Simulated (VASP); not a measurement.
# Cu in VASP: further runs

Runs on Cu. Level: PBEsol. Tasks: single point.

All numbers are computed with VASP 6.6.1; they aren't measurements. Logs are shortened: lines on timing, memory, paths and dates and some standing lists are left out, and cuts for length are marked.

### Step 1. The cell of the first run

The cell holds a slab with vacuum, 5 atoms: a = 2.519 Å, b = 2.519 Å, c = 23.126 Å, α = 90.00°, β = 90.00°, γ = 90.00°.

### Step 2. Single point, PBEsol

Input file INCAR:

```
SYSTEM = Cu
  ALGO = Normal
  EDIFF = 1E-6
  ENCUT = 520
  GGA = PS
  ISIF = 2
  ISMEAR = -1
  LASPH = .TRUE.
  LCHARG = .FALSE.
  LREAL = .FALSE.
  LWAVE = .FALSE.
  NBANDS = 36
  NELM = 60
  PREC = Accurate
  SIGMA = 0.05
```

Input file KPOINTS:

```
k-points
0
G
  14 14 1
  0 0 0
```

Input file POSCAR:

```
Cu
1.0
    2.5192775978      0.0000000000      0.0000000000
    0.0000000000      2.5192775978      0.0000000000
    0.0000000000      0.0000000000     23.1256000000
Cu
5
Direct
    0.0000000000      0.0000000000      0.3480514485
    0.5000000000      0.5000000000      0.4226331525
    0.0000000000      0.0000000000      0.5000000554
    0.5000000000      0.5000000000      0.5773668408
    0.0000000000      0.0000000000      0.6519485028
```

Potentials or basis: VASP PAW PBE potentials, release 64 (Cu).

Started as:

```
cat potpaw_PBE.64/Cu/POTCAR > POTCAR
mpirun -np 1 vasp_std > vasp.out
```

OUTCAR:

```text
SYSTEM = Cu
   EDIFF = 1E-6
   ENCUT = 520
   GGA = PS
   ISIF = 2
   ISMEAR = -1
   LASPH = .TRUE.
   LREAL = .FALSE.
   NELM = 60
   PREC = Accurate

 ion  position               nearest neighbor table
   1  0.000  0.000  0.348-   2 2.48   2 2.48   2 2.48   2 2.48
   2  0.500  0.500  0.423-   1 2.48   1 2.48   1 2.48   1 2.48   3 2.52   3 2.52   3 2.52   3 2.52

   3  0.000  0.000  0.500-   4 2.52   4 2.52   4 2.52   4 2.52   2 2.52   2 2.52   2 2.52   2 2.52

   4  0.500  0.500  0.577-   5 2.48   5 2.48   5 2.48   5 2.48   3 2.52   3 2.52   3 2.52   3 2.52

   5  0.000  0.000  0.652-   4 2.48   4 2.48   4 2.48   4 2.48

  LATTYP: Found a simple tetragonal cell.
 ALAT       =     2.5192775978
 C/A-ratio  =     9.1794568491

  Lattice vectors:

 A1 = (   2.5192775978,   0.0000000000,   0.0000000000)
 A2 = (   0.0000000000,   2.5192775978,   0.0000000000)
 A3 = (   0.0000000000,   0.0000000000,  23.1256000000)

Analysis of symmetry for initial positions (statically):
=====================================================================
 Subroutine PRICEL returns:
 Original cell was already a primitive cell.

 Routine SETGRP: Setting up the symmetry group for a
 simple tetragonal supercell.

 Subroutine GETGRP returns: Found 16 space group operations
 (whereof 16 operations were pure point group operations)
 out of a pool of 16 trial point group operations.

The static configuration has the point symmetry D_4h.

Analysis of symmetry for dynamics (positions and initial velocities):
=====================================================================
 Subroutine PRICEL returns:
 Original cell was already a primitive cell.

 Routine SETGRP: Setting up the symmetry group for a
 simple tetragonal supercell.

 Subroutine GETGRP returns: Found 16 space group operations
 (whereof 16 operations were pure point group operations)
 out of a pool of 16 trial point group operations.

The dynamic configuration has the point symmetry D_4h.

 Subroutine INISYM returns: Found 16 space group operations
 (whereof 16 operations are pure point group operations),
 and found     1 'primitive' translations

----------------------------------------------------------------------------------------

                                     Primitive cell

  volume of cell :     146.7726

  direct lattice vectors                    reciprocal lattice vectors
     2.519277598  0.000000000  0.000000000     0.396939186  0.000000000  0.000000000
     0.000000000  2.519277598  0.000000000     0.000000000  0.396939186  0.000000000
     0.000000000  0.000000000 23.125600000     0.000000000  0.000000000  0.043242121

  length of vectors
     2.519277598  2.519277598 23.125600000     0.396939186  0.396939186  0.043242121

  position of ions in fractional coordinates (direct lattice)
     0.000000000  0.000000000  0.348051449
     0.500000000  0.500000000  0.422633152
     0.000000000  0.000000000  0.500000055
     0.500000000  0.500000000  0.577366841
     0.000000000  0.000000000  0.651948503

  ion indices of the primitive-cell ions
   primitive index   ion index
                 1           1
                 2           2
                 3           3
                 4           4
                 5           5

----------------------------------------------------------------------------------------

 KPOINTS: k-points

Automatic generation of k-mesh.
 Grid dimensions read from file:
 generate k-points for:   14   14    1

 Generating k-lattice:

  Cartesian coordinates                     Fractional coordinates (reciprocal lattice)
     0.028352799  0.000000000  0.000000000     0.071428571  0.000000000  0.000000000
     0.000000000  0.028352799  0.000000000     0.000000000  0.071428571  0.000000000
     0.000000000  0.000000000  0.043242121     0.000000000  0.000000000  1.000000000

  Length of vectors
     0.028352799  0.028352799  0.043242121

  Shift w.r.t. Gamma in fractional coordinates (k-lattice)
     0.000000000  0.000000000  0.000000000

 Subroutine IBZKPT returns following result:
 ===========================================

 Found     36 irreducible k-points:

 Following reciprocal coordinates:
            Coordinates               Weight
  0.000000  0.000000  0.000000      1.000000
  0.071429  0.000000  0.000000      4.000000
  0.142857  0.000000  0.000000      4.000000
  0.214286  0.000000  0.000000      4.000000
  0.285714  0.000000  0.000000      4.000000
  0.357143  0.000000  0.000000      4.000000
[... 16 lines left out ...]
  0.285714  0.214286  0.000000      8.000000
  0.357143  0.214286  0.000000      8.000000
 [... further k-points ...]
   k-points           NKPTS =     36   k-points in BZ     NKDIM =     36   number of bands    NBANDS=     36
   number of dos      NEDOS =    301   number of ions     NIONS =      5
   total plane-waves  NPLWV =  72000
   dimension x,y,z NGX =    20 NGY =   20 NGZ =  180
   dimension x,y,z NGXF=    40 NGYF=   40 NGZF=  360
   ions per type =               5
   NGX,Y,Z   is equivalent  to a cutoff of  13.20, 13.20, 12.94 a.u.
   NGXF,Y,Z  is equivalent  to a cutoff of  26.40, 26.40, 25.88 a.u.
 SYSTEM =  Cu
   PREC   = accura    normal or accurate (medium, high low for compatibility)
   ISTART =      0    job   : 0-new  1-cont  2-samecut
   ICHARG =      2    charge: 1-file 2-atom 10-const
   ISPIN  =      1    spin polarized calculation?
   LNONCOLLINEAR =      F non collinear calculations
   LSORBIT =      F    spin-orbit coupling
   LASPH  =      T    aspherical Exc in radial PAW
   ENCUT  =  520.0 eV  38.22 Ry    6.18 a.u.   4.68  4.68 43.00*2*pi/ulx,y,z
   NELM   =     60;   NELMIN=  2; NELMDL= -5     # of ELM steps
   EDIFF  = 0.1E-05   stopping-criterion for ELM
   LREAL  =      F    real-space projection
   EDIFFG = 0.1E-04   stopping-criterion for IOM
   NSW    =      0    number of steps for IOM
   IBRION =     -1    ionic relax: 0-MD 1-quasi-New 2-CG
   NFREE  =      0    steps in history (QN), initial steepest desc. (CG)
   ISIF   =      2    stress and relaxation
   ISYM   =      2    0-nonsym 1-usesym 2-fastsym
   POTIM  = 0.5000    time-step for ionic-motion
   TEBEG  =    0.0;   TEEND  =   0.0 temperature during run
   PSTRESS=    0.0 pullay stress
   NELECT =      55.0000    total number of electrons
   NUPDOWN=      -1.0000    fix difference up-down
   EMIN   =  10.00;   EMAX   =-10.00  energy-range for DOS
[... 5 lines left out ...]
     AMIX     =   0.40;   BMIX     =  1.00
     AMIX_MAG =   1.60;   BMIX_MAG =  1.00
  volume/ion in A,a.u.               =      29.35       198.09
  Fermi-wavevector in a.u.,A,eV,Ry     =   1.180268  2.230383 18.953365  1.393033
  Thomas-Fermi vector in A             =   2.316564
   LORBIT       =      0    0 simple, 1 ext, 2 COOP (PROOUT), +10 PAW based schemes
   GGA     = PS    functional components
   LHFCALC =     F    Hartree Fock is set to
   AEXX    =    0.0000 exact exchange contribution
   IVDW    =     0    specifies the selected vdW correction
   LEPSILON=     F    determine dielectric tensor
   LRPA    =     F    only Hartree local field effects (RPA)
 non-spin polarized calculation
  energy-cutoff  :      520.00
  volume of cell :      146.77
 maximum number of plane-waves:      4003
 NGX is ok and might be reduce to    20
   NGX =  9   NGY =  9   NGZ = 85

 number of electron      54.9999984 magnetization

 Free energy of the ion-electron system (eV)
  ---------------------------------------------------
  ext. energy  EPLUGINS =         0.00000000
  ---------------------------------------------------
  free energy    TOTEN  =       -20.13064850 eV

  energy without entropy =      -20.11480959  energy(sigma->0) =      -20.12272904

 E-fermi :   0.3104     XC(G=0):  -5.8691

 val. band max:        0.3033901001   @ k =   0.4286   0.3571   0.0000
 cond. band min:       0.3573369556   @ k =   0.5000   0.1429   0.0000
 fundamental gap:      0.0539468555
 Fermi energy:         0.3103860808

 k-point     1 :       0.0000    0.0000    0.0000
  band No.  band energies     occupation
      1      -9.0475      2.00000
      2      -7.8967      2.00000
      3      -6.1348      2.00000
      4      -4.8564      2.00000
      5      -4.7605      2.00000
      6      -4.2683      2.00000
[... 28 lines left out ...]
     35       7.2078      0.00000
     36       8.1474      0.00000

 k-point     2 :       0.0714    0.0000    0.0000
  band No.  band energies     occupation
      1      -8.9215      2.00000
      2      -7.7772      2.00000
      3      -6.0300      2.00000
      4      -4.7720      2.00000
      5      -4.6937      2.00000
      6      -4.2340      2.00000
[... 28 lines left out ...]
     35       7.3312      0.00000
     36       8.2463      0.00000

 k-point     3 :       0.1429    0.0000    0.0000
  band No.  band energies     occupation
      1      -8.5488      2.00000
      2      -7.4278      2.00000
      3      -5.7367      2.00000
      4      -4.5493      2.00000
      5      -4.5098      2.00000
      6      -4.1346      2.00000
[... 28 lines left out ...]
     35       7.7012      0.00000
     36       8.5375      0.00000

 k-point     4 :       0.2143    0.0000    0.0000
  band No.  band energies     occupation
      1      -7.9479      2.00000
      2      -6.8810      2.00000
      3      -5.3336      2.00000
      4      -4.3031      2.00000
      5      -4.2597      2.00000
      6      -3.9811      2.00000
[... 28 lines left out ...]
     35       7.8552      0.00000
     36       8.3151      0.00000

 k-point     5 :       0.2857    0.0000    0.0000
  band No.  band energies     occupation
      1      -7.1568      2.00000
      2      -6.2103      2.00000
      3      -4.9772      2.00000
      4      -4.1895      2.00000
      5      -4.0303      2.00000
      6      -3.7876      2.00000
[... 655 lines left out ...]
 k-point    22 :       0.2143    0.2143    0.0000
  band No.  band energies     occupation
      1      -6.9242      2.00000
      2      -5.9361      2.00000
      3      -4.6053      2.00000
      4      -3.9491      2.00000
      5      -3.7485      2.00000
      6      -3.6363      2.00000
[... 28 lines left out ...]
     35       8.1503      0.00000
     36       9.4225      0.00000

 k-point    23 :       0.2857    0.2143    0.0000
  band No.  band energies     occupation
      1      -6.2238      2.00000
      2      -5.3471      2.00000
      3      -4.3275      2.00000
      4      -3.8820      2.00000
      5      -3.7382      2.00000
      6      -3.5640      2.00000
[... 28 lines left out ...]
     35       8.1769      0.00000
     36       8.6165      0.00000

 k-point    24 :       0.3571    0.2143    0.0000
  band No.  band energies     occupation
      1      -5.4813      2.00000
      2      -4.8193      2.00000
      3      -4.2397      2.00000
      4      -3.9020      2.00000
      5      -3.8998      2.00000
      6      -3.6411      2.00000
[... 28 lines left out ...]
     35       8.6654      0.00000
     36       9.1531      0.00000

 [... further k-points ...]
[... 5 lines left out ...]
  --------------------------------------------------------------------------------------
  -------------------------------------------------------------------------------------
  Total       -0.9621509     -0.9621509      0.1196823      0.0000000      0.0000000      0.0000000
  in kB      -10.5028873    -10.5028873      1.3064578      0.0000000      0.0000000      0.0000000
  external PRESSURE =      -6.5664389 kB  Pullay stress =       0.0000000 kB

 VOLUME and BASIS-vectors are now :
 -----------------------------------------------------------------------------
  energy-cutoff  :      520.00
  volume of cell :      146.77
      direct lattice vectors                 reciprocal lattice vectors
     2.519277598  0.000000000  0.000000000     0.396939186  0.000000000  0.000000000
     0.000000000  2.519277598  0.000000000     0.000000000  0.396939186  0.000000000
     0.000000000  0.000000000 23.125600000     0.000000000  0.000000000  0.043242121

 POSITION                                       TOTAL-FORCE (eV/Angst)
 -----------------------------------------------------------------------------------
      0.00000      0.00000      8.04890         0.000000     -0.000000     -0.025449
      1.25964      1.25964      9.77365        -0.000000      0.000000      0.013506
      0.00000      0.00000     11.56280         0.000000     -0.000000      0.000000
      1.25964      1.25964     13.35195        -0.000000     -0.000000     -0.013506
      0.00000      0.00000     15.07670         0.000000     -0.000000      0.025449
 -----------------------------------------------------------------------------------
    total drift:                               -0.000000      0.000000     -0.000046

  FREE ENERGIE OF THE ION-ELECTRON SYSTEM (eV)
  ---------------------------------------------------
  free  energy   TOTEN  =       -20.1306484979 eV

  energy  without entropy=      -20.1148095871  energy(sigma->0) =      -20.12272904
```

Run time: 3.8 min. Hardware: 1 thread of Intel Xeon Platinum 8488C (Sapphire Rapids), shared host; peak memory 0.32 GiB.

Results:

```
Free energy   : -20.1306 eV
Largest force : 0.025 eV/Å
```

Forces on the atoms (eV/Å):
```
Cu   0.000  0.000 -0.025
Cu   0.000  0.000  0.014
Cu   0.000  0.000  0.000
Cu   0.000  0.000 -0.014
Cu   0.000  0.000  0.025
```

Levels at points of the mesh, in eV from the Fermi level:
```csv
k point,band 26,band 27,band 28,band 29,band 30,band 31
"(0.00, 0.00, 0.00)",-1.55,-1.53,-1.52,-1.52,-0.11,1.19
"(0.50, 0.00, 0.00)",-0.68,-0.45,-0.26,-0.12,-0.11,3.28
"(0.50, 0.50, 0.00)",2.14,2.14,3.87,3.87,6.23,6.23
```

Caveat: the PAW data sets were made with another functional, which shifts forces and pressure a little.

### Step 3. Single point, PBEsol

This run uses another cell than the first one, of 25.42 Å³/atom, 0.866 times its volume.

Input file INCAR:

```
PREC     = Accurate       # precision mode
ENCUT    = 520            # plane-wave cutoff, eV
EDIFF    = 1E-6           # SCF threshold, eV
ISMEAR   = -1             # smearing method
SIGMA    = 0.05           # smearing width, eV
LREAL    = False          # projectors in reciprocal space
LASPH    = True           # aspherical terms in the spheres
NELM     = 80             # most SCF steps
ALGO     = Normal         # electronic algorithm
ISIF     = 2              # what is computed and relaxed
LWAVE    = False          # write WAVECAR
LCHARG   = False          # write CHGCAR
LDIPOL   = True         
IDIPOL   = 3            
DIPOL    = 0.5 0.5 0.500
GGA      = PS             # functional
NBANDS   = 36             # bands
```

Input file KPOINTS:

```
regular mesh
0
Gamma
  14 14 1
```

Input file POSCAR:

```
Cu
1.0
    2.5192775978      0.0000000000      0.0000000000
    0.0000000000      2.5192775978      0.0000000000
    0.0000000000      0.0000000000     20.0278000000
Cu
5
Direct
    0.0000000000      0.0000000000      0.3245488341
    0.5000000000      0.5000000000      0.4106664633
    0.0000000000      0.0000000000      0.5000000921
    0.5000000000      0.5000000000      0.5893335851
    0.0000000000      0.0000000000      0.6754511659
```

Potentials or basis: VASP PAW PBE potentials, release 64 (Cu).

Started as:

```
cat potpaw_PBE.64/Cu/POTCAR > POTCAR
mpirun -np 1 vasp_std > vasp.out
```

Wall time 3.9 min (1 thread of Intel Xeon 6975P-C, shared host); peak memory 0.29 GiB.

The run converged. Its results:

```
Free energy   : -20.1298 eV
Largest force : 0.027 eV/Å
```

Forces on the atoms (eV/Å):
```
Cu   0.000  0.000 -0.027
Cu   0.000  0.000  0.011
Cu   0.000  0.000  0.000
Cu   0.000  0.000 -0.011
Cu   0.000  0.000  0.027
```

Levels at points of the mesh, in eV from the Fermi level:
```tsv
k point	band 25	band 26	band 27	band 28	band 29	band 30	band 31	band 32
(0.00, 0.00, 0.00)	-1.70	-1.55	-1.53	-1.52	-1.52	-0.11	1.19	4.27
(0.50, 0.00, 0.00)	-1.59	-0.68	-0.45	-0.26	-0.12	-0.11	3.28	3.64
(0.50, 0.50, 0.00)	-1.16	2.14	2.14	3.87	3.87	6.23	6.23	7.55
```

Caveat: the PAW data sets were made with another functional, which shifts forces and pressure a little.
